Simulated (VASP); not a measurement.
# C (C2/m) in VASP: further runs

The runs below take C through relaxation of cell and atoms, with r2SCAN.

All numbers are computed with VASP 6.6.1; they aren't measurements. Logs are shortened: lines on timing, memory, paths and dates and some standing lists are left out, and cuts for length are marked.

### Step 1. The cell of the first run

Symmetry: C2/m, No. 12, monoclinic system. Conventional cell: a = 4.255 Å, b = 2.457 Å, c = 3.765 Å, α = 90.00°, β = 111.49°, γ = 90.00°. Within 1.9 Å of C (site symmetry m) lie 3 C at 1.42 Å.

### Step 2. Relaxation of cell and atoms, r2SCAN, target pressure 5 GPa, at which the enthalpy is minimised

File POSCAR:

```
C
1.0
    2.1273203100     -1.2282824400      0.0000000000
    2.1273203100      1.2282824400      0.0000000000
   -1.3790696300      0.0000000000      3.5028300800
C
2
Direct
    0.8333555300      0.8333555300      0.0000930400
    0.1666444700      0.1666444700      0.9999069600
```

File INCAR.step1:

```
SYSTEM = C
ALGO     = Normal         ! electronic algorithm
EDIFF    = 1E-5           ! SCF threshold, eV
EDIFFG   = -0.005         ! ionic threshold
ENCUT    = 660            ! plane-wave cutoff, eV
GGA      = PE             ! functional
GGA_COMPAT= .False.      
IBRION   = 2              ! ionic algorithm
ISIF     = 3              ! what is computed and relaxed
ISMEAR   = -1             ! smearing method
LASPH    = .True.         ! aspherical terms in the spheres
LCHARG   = .False.        ! write CHGCAR
LREAL    = .False.        ! projectors in reciprocal space
LWAVE    = .True.         ! write WAVECAR
NELM     = 120            ! most SCF steps
NELMIN   = 4            
NSW      = 100            ! ionic steps
PREC     = Accurate       ! precision mode
SIGMA    = 0.1            ! smearing width, eV
```

File INCAR.step2:

```
SYSTEM = C
ALGO     = Normal         ! electronic algorithm
EDIFF    = 1E-7           ! SCF threshold, eV
EDIFFG   = -0.005         ! ionic threshold
ENCUT    = 660            ! plane-wave cutoff, eV
GGA_COMPAT= .False.      
IBRION   = 2              ! ionic algorithm
ISIF     = 3              ! what is computed and relaxed
ISMEAR   = -1             ! smearing method
ISTART   = 1            
LASPH    = .True.         ! aspherical terms in the spheres
LCHARG   = .False.        ! write CHGCAR
LMIXTAU  = .True.       
LREAL    = .False.        ! projectors in reciprocal space
LWAVE    = .False.        ! write WAVECAR
METAGGA  = R2SCAN         ! meta-GGA
NELM     = 120            ! most SCF steps
NELMIN   = 4            
NSW      = 80             ! ionic steps
PREC     = Accurate       ! precision mode
PSTRESS  = 50.0         
SIGMA    = 0.1            ! smearing width, eV
```

File KPOINTS:

```
k-points
0
Gamma
  13 13 8
  0 0 0
```

Potentials or basis: VASP PAW PBE potentials, release 64 (C).

Run with:

```console
$ cat potpaw_PBE.64/C/POTCAR > POTCAR
$ cp INCAR.step1 INCAR
$ mpirun -np 1 vasp_std > vasp.out
$ cp INCAR.step2 INCAR
$ mpirun -np 1 vasp_std > vasp.out
```

OUTCAR:

```text
SYSTEM = C
   EDIFF = 1E-7
   EDIFFG = -0.005
   ENCUT = 660
   IBRION = 2
   ISIF = 3
   ISMEAR = -1
   ISTART = 1
   LASPH = .True.
   LREAL = .False.
   METAGGA = R2SCAN
   NELM = 120
   NELMIN = 4
   NSW = 80
   PREC = Accurate
   PSTRESS = 50.0

 ion  position               nearest neighbor table
   1  0.833  0.833  0.000-   2 1.42   2 1.42   2 1.42
   2  0.167  0.167  1.000-   1 1.42   1 1.42   1 1.42

  LATTYP: Found a base centered monoclinic cell.
 ALAT       =     4.2546406200
 B/A-ratio  =     0.5773848133
 C/A-ratio  =     0.8848045588
 COS(beta)  =    -0.3663329311

  Lattice vectors:

 A1 = (   2.1273203100,  -1.2282824400,   0.0000000000)
 A2 = (   2.1273203100,   1.2282824400,   0.0000000000)
 A3 = (  -1.3790696300,   0.0000000000,   3.5028300800)

Analysis of symmetry for initial positions (statically):
=====================================================================
 Subroutine PRICEL returns:
 Original cell was already a primitive cell.

 Routine SETGRP: Setting up the symmetry group for a
 base centered monoclinic supercell.

 Subroutine GETGRP returns: Found  4 space group operations
 (whereof  4 operations were pure point group operations)
 out of a pool of  4 trial point group operations.

The static configuration has the point symmetry C_2h.

Analysis of symmetry for dynamics (positions and initial velocities):
=====================================================================
 Subroutine PRICEL returns:
 Original cell was already a primitive cell.

 Routine SETGRP: Setting up the symmetry group for a
 base centered monoclinic supercell.

 Subroutine GETGRP returns: Found  4 space group operations
 (whereof  4 operations were pure point group operations)
 out of a pool of  4 trial point group operations.

The dynamic configuration has the point symmetry C_2h.

 Subroutine INISYM returns: Found  4 space group operations
 (whereof  4 operations are pure point group operations),
 and found     1 'primitive' translations

----------------------------------------------------------------------------------------

                                     Primitive cell

  volume of cell :      18.3054

  direct lattice vectors                    reciprocal lattice vectors
     2.127320310 -1.228282440  0.000000000     0.235037478 -0.407072497  0.092534619
     2.127320310  1.228282440  0.000000000     0.235037478  0.407072497  0.092534619
[... 102 lines left out ...]
   IALGO  =     38    algorithm
   IMIX   =      4    mixing-type and parameters
     AMIX     =   0.40;   BMIX     =  1.00
     AMIX_MAG =   1.60;   BMIX_MAG =  1.00
  volume/ion in A,a.u.               =       9.15        61.77
  Fermi-wavevector in a.u.,A,eV,Ry     =   1.242352  2.347705 20.999765  1.543439
  Thomas-Fermi vector in A             =   2.376710
   LORBIT       =      0    0 simple, 1 ext, 2 COOP (PROOUT), +10 PAW based schemes
   METAGGA = R2SCAN    functional components
   LHFCALC =     F    Hartree Fock is set to
   AEXX    =    0.0000 exact exchange contribution
   IVDW    =     0    specifies the selected vdW correction
   LEPSILON=     F    determine dielectric tensor
   LRPA    =     F    only Hartree local field effects (RPA)
 conjugate gradient relaxation of ions
 non-spin polarized calculation
  energy-cutoff  :      660.00
  volume of cell :       18.31
 maximum number of plane-waves:       718
 NGX is ok and might be reduce to    24
   NGX = 11   NGY = 11   NGZ = 15

--------------------------------------- Ionic step        1  -------------------------------------------

 number of electron       8.0000000 magnetization

 Free energy of the ion-electron system (eV)
  ---------------------------------------------------
  ext. energy  EPLUGINS =         0.00000000
  ---------------------------------------------------
  free energy    TOTEN  =       -19.89103171 eV

  energy without entropy =      -19.89088632  energy(sigma->0) =      -19.89095902

------------------------ aborting loop because EDIFF is reached ----------------------------------------

  FORCE on cell =-STRESS in cart. coord.  units (eV):
  Direction    XX          YY          ZZ          XY          YZ          ZX
  --------------------------------------------------------------------------------------
  -------------------------------------------------------------------------------------
  Total       -0.0047360     -0.0134873     -0.0254810      0.0000000      0.0000000     -0.0038200
  in kB       -0.4145133     -1.1804713     -2.2302139      0.0000000      0.0000000     -0.3343434
  external PRESSURE =     -51.2750662 kB  Pullay stress =      50.0000000 kB
[... 97 lines left out ...]
  energy  without entropy=      -19.8859460680  energy(sigma->0) =      -19.88601560

  enthalpy is  TOTEN    =       -19.3252056782 eV   P V=        0.5608794610

[... ionic steps 4 to 11 ...]

--------------------------------------- Ionic step       12  -------------------------------------------

 number of electron       8.0000001 magnetization

------------------------ aborting loop because EDIFF is reached ----------------------------------------
[... 71 lines left out ...]
--------------------------------------- Ionic step       14  -------------------------------------------

 number of electron       8.0000001 magnetization

 Free energy of the ion-electron system (eV)
  ---------------------------------------------------
  ext. energy  EPLUGINS =         0.00000000
  ---------------------------------------------------
  free energy    TOTEN  =       -19.86822759 eV

  energy without entropy =      -19.86761794  energy(sigma->0) =      -19.86792277

 E-fermi :   5.4327     XC(G=0): -11.6078

 val. band max:        5.2120213850   @ k =  -0.3077   0.3077   0.0000
 cond. band min:       5.7221626629   @ k =  -0.3077   0.3077   0.0000
 fundamental gap:      0.5101412779
 Fermi energy:         5.4327444962

 k-point     1 :       0.0000    0.0000    0.0000
  band No.  band energies     occupation
      1     -15.8186      2.00000
      2      -1.3731      2.00000
      3       2.1688      2.00000
      4       2.1717      2.00000
      5      10.4048      0.00000
      6      14.2030      0.00000
      7      14.2088      0.00000
      8      17.8067      0.00000
[... 243 lines left out ...]
 k-point    24 :       0.4615    0.1538    0.0000
  band No.  band energies     occupation
      1     -11.5758      2.00000
      2      -6.2050      2.00000
      3      -2.7683      2.00000
      4       2.1420      2.00000
      5       9.1511      0.00000
      6      15.9999      0.00000
      7      16.7721      0.00000
      8      19.7769      0.00000

 [... further k-points ...]
[... 5 lines left out ...]
  --------------------------------------------------------------------------------------
  -------------------------------------------------------------------------------------
  Total        0.5148753      0.5108715      0.5098061      0.0000000      0.0000000     -0.0081391
  in kB       50.4393272     50.0470981     49.9427324      0.0000000      0.0000000     -0.7973393
  external PRESSURE =       0.1430526 kB  Pullay stress =      50.0000000 kB
[... 21 lines left out ...]
  energy  without entropy=      -19.8676179422  energy(sigma->0) =      -19.86792277

  enthalpy is  TOTEN    =       -19.3578368823 eV   P V=        0.5103907097

 reached required accuracy - stopping structural energy minimisation
```

OSZICAR.step1:

```text
N       E                     dE             d eps       ncg     rms          rms(c)
DAV:   1     0.544769995602E+01    0.54477E+01   -0.48967E+03  6024   0.107E+03
DAV:   2    -0.193486205419E+02   -0.24796E+02   -0.23467E+02  9000   0.129E+02
[... 361 lines left out ...]
  58 F= -.18458465E+02 E0= -.18458425E+02  d E =-.479827E-05
       N       E                     dE             d eps       ncg     rms          rms(c)
DAV:   1    -0.184584679989E+02   -0.29515E-05   -0.66114E-05  6168   0.718E-02    0.438E-03
DAV:   2    -0.184584672221E+02    0.77676E-06   -0.12393E-06  3040   0.982E-03    0.248E-03
DAV:   3    -0.184584668859E+02    0.33622E-06   -0.15111E-06  3456   0.897E-03    0.578E-04
DAV:   4    -0.184584668870E+02   -0.10879E-08   -0.65932E-08  3000   0.282E-03
  59 F= -.18458467E+02 E0= -.18458427E+02  d E =-.184801E-05
```

Wall time 22 min (1 thread of Intel Xeon 6975P-C (Granite Rapids), shared host); peak memory 0.19 GiB.

What came out:

```
Free energy                                                : -19.8682 eV
Relaxed volume                                             : 8.18 Å³/atom
Relaxed cell                                               : a = 2.447 Å, b = 2.447 Å, c = 3.444 Å, α = 110.30°, β = 110.30°, γ = 60.00°
Space group after relaxing (to 0.1 Å)                      : R-3m (No. 166)
Energy change on relaxing (the run minimises the enthalpy) : +11.4 meV/atom
Ionic steps                                                : 14
Pressure after relaxing                                    : 5.0 GPa
```

Stress tensor (GPa, compression positive):
```
 5.04  0.00 -0.08
 0.00  5.00  0.00
-0.08  0.00  4.99
```

Step by step:
```
step  energy change (eV)  largest force (eV/Å)  pressure (GPa)  volume (Å³)
   1              0.0000                0.0105           -0.13        18.31
   2              0.0281                0.0102           12.41        17.54
   3              0.0049                0.0036            5.03        17.97
   4              0.0048                0.0105            5.03        17.65
   5              0.0146                0.0548            5.35        16.69
   6              0.1327                0.2051            8.74        14.75
   7              0.0200                0.0590            5.50        16.46
   8              0.0238                0.0663            5.61        16.33
   9              0.0215                0.2447            2.29        16.46
  10              0.0227                0.0397            4.88        16.36
  11              0.0229                0.1681            4.89        16.36
  12              0.0227                0.0143            4.89        16.36
  13              0.0232                0.0407            5.35        16.34
  14              0.0228                0.0019            5.01        16.35
```

Final structure:
```yaml
crystal:
  lattice:
    - [2.11880, -1.22322, -0.00190]
    - [2.11880, 1.22322, -0.00190]
    - [-1.37662, 0.00000, 3.15637]
  atoms:
    - { symbol: C, position: [0.83339, 0.83339, 0.00018] }
    - { symbol: C, position: [0.16661, 0.16661, 0.99982] }
```

Caveat: the cell is relaxed towards a set pressure, so the run minimises the enthalpy, not the energy; the PAW data sets were made with another functional, which shifts forces and pressure a little.

### Step 3. Relaxation of cell and atoms, r2SCAN, target pressure 10 GPa, at which the enthalpy is minimised

POSCAR is that of step 2.

File INCAR.step1:

```
  ALGO = Normal
  EDIFF = 1E-5
  EDIFFG = -0.005
  ENCUT = 660
  GGA = PE
  GGA_COMPAT = False
  IBRION = 2
  ISIF = 3
  ISMEAR = -1
  LASPH = True
  LCHARG = False
  LREAL = False
  LWAVE = True
  NELM = 120
  NELMIN = 4
  NSW = 100
  PREC = Accurate
  SIGMA = 0.1
```

File INCAR.step2:

```
  ALGO = Normal
  EDIFF = 1E-7
  EDIFFG = -0.005
  ENCUT = 660
  GGA_COMPAT = False
  IBRION = 2
  ISIF = 3
  ISMEAR = -1
  ISTART = 1
  LASPH = True
  LCHARG = False
  LMIXTAU = True
  LREAL = False
  LWAVE = False
  METAGGA = R2SCAN
  NELM = 120
  NELMIN = 4
  NSW = 80
  PREC = Accurate
  PSTRESS = 100.0
  SIGMA = 0.1
```

File KPOINTS:

```
k-points
0
Gamma
  13 13 8
```

Potentials or basis: VASP PAW PBE potentials, release 64 (C).

Run with:

```console
$ cat potpaw_PBE.64/C/POTCAR > POTCAR
$ cp INCAR.step1 INCAR
$ mpirun -np 1 vasp_std > vasp.out
$ cp INCAR.step2 INCAR
$ mpirun -np 1 vasp_std > vasp.out
```

It took 28 min on 1 thread of Intel Xeon 6975P-C (Granite Rapids), shared host; peak memory 0.2 GiB.

Results (log left out):

- Free energy: -19.8269 eV
- Relaxed volume: 7.73 Å³/atom
- Relaxed cell: a = 2.438 Å, b = 2.438 Å, c = 3.312 Å, α = 111.48°, β = 111.48°, γ = 60.00°
- Space group after relaxing (to 0.1 Å): R-3m (No. 166)
- Energy change on relaxing (the run minimises the enthalpy): +32.1 meV/atom
- Ionic steps: 23
- Pressure after relaxing: 10.0 GPa

Forces in eV/Å, atoms in the order of the input:
```
C   -0.003  0.000  0.000
C    0.003  0.000  0.000
```

Stress tensor (GPa, compression positive):
```
10.03  0.00 -0.02
 0.00  9.94  0.00
-0.02  0.00 10.10
```

The path:
| step | energy change (eV) | largest force (eV/Å) | pressure (GPa) | volume (Å³) |
| --- | --- | --- | --- | --- |
| 1 | 0.0000 | 0.0105 | -0.13 | 18.31 |
| 2 | 0.1159 | 0.0103 | 26.87 | 16.82 |
| 3 | 0.0184 | 0.0038 | 9.92 | 17.68 |
| 4 | 0.0182 | 0.0114 | 9.87 | 17.10 |
| 5 | 0.0711 | 0.0859 | 11.20 | 15.35 |
| 6 | 0.0633 | 0.0774 | 10.98 | 15.47 |
| 7 | 0.0661 | 0.0804 | 11.05 | 15.43 |
| 8 | 0.0564 | 0.1532 | 6.01 | 15.62 |
| 9 | 0.0628 | 0.0391 | 9.77 | 15.48 |
| 10 | 0.0635 | 0.1094 | 10.20 | 15.47 |
| 11 | 0.0629 | 0.0220 | 9.91 | 15.47 |
| 12 | 0.0638 | 0.0801 | 10.31 | 15.46 |
| 13 | 0.0631 | 0.0034 | 10.00 | 15.47 |
| 14 | 0.0632 | 0.0039 | 10.01 | 15.47 |
| 15 | 0.0634 | 0.0058 | 9.98 | 15.47 |
| 16 | 0.0639 | 0.0096 | 9.93 | 15.46 |
| 17 | 0.0640 | 0.0077 | 9.96 | 15.46 |
| 18 | 0.0642 | 0.0036 | 10.02 | 15.45 |
| 19 | 0.0646 | 0.0133 | 10.15 | 15.45 |
| 20 | 0.0644 | 0.0068 | 10.08 | 15.45 |
| 21 | 0.0643 | 0.0015 | 10.07 | 15.45 |
| 22 | 0.0643 | 0.0044 | 10.05 | 15.45 |
| 23 | 0.0641 | 0.0028 | 10.02 | 15.45 |

Final structure:
```
C
1.0
     2.11160   -1.21919   -0.01084
     2.11160    1.21919   -0.01084
    -1.38456    0.00000    3.00843
C
2
Direct
  0.83348 0.83348 0.00044
  0.16652 0.16652 0.99956
```

Caveat: the cell is relaxed towards a set pressure, so the run minimises the enthalpy, not the energy; the volume moved by over 15 % at a fixed basis, so the end points are rough; the PAW data sets were made with another functional, which shifts forces and pressure a little.
